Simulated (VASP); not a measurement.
A run of VASP 6.6.1 is set up as follows.

File POSCAR:

```
Ga
1.0
   -1.3513500000      1.3513500000      2.2290000000
    1.3513500000     -1.3513500000      2.2290000000
    1.4566500000      1.4566500000     -2.2290000000
Ga
1
Direct
    0.0000000000      0.0000000000      0.0000000000
```

File INCAR.step1:

```
  ALGO = Normal
  EDIFF = 1E-4
  ENCUT = 520
  GGA = PE
  ISMEAR = 0
  LASPH = T
  LCHARG = F
  LREAL = F
  LWAVE = T
  NBANDS = 12
  NELM = 60
  PREC = Accurate
  SIGMA = 0.15
```

INCAR.step2

```
  ALGO = Normal
  EDIFF = 1E-6
  ENCUT = 520
  ISIF = 2
  ISMEAR = 0
  ISTART = 1
  LASPH = T
  LCHARG = T
  LELF = T
  LMIXTAU = T
  LREAL = F
  LVHAR = T
  LWAVE = F
  METAGGA = R2SCAN
  NBANDS = 12
  NELM = 60
  PREC = Accurate
  SIGMA = 0.15
```

File KPOINTS:

```
k-points
0
Gamma
  24 24 24
```

Potentials or basis: VASP PAW PBE potentials, release 64 (Ga_d).

Run with:

```bash
$ cat potpaw_PBE.64/Ga_d/POTCAR > POTCAR
$ cp INCAR.step1 INCAR
$ mpirun -np 1 vasp_std > vasp.out
$ cp INCAR.step2 INCAR
$ mpirun -np 1 vasp_std > vasp.out
```

(1) Predict the pressure.

(2) What does it give for the band gap on the k mesh?

Answers

(1) 1.0 GPa.

(2) zero (an odd number of electrons rules out a gap without spin polarisation).

Caveat: the cell differs from its parent crystal (strain +0.0750 x Voigt [0, 0, 0, 0, 0, 1]); the PAW data sets were made with another functional, which shifts forces and pressure a little.
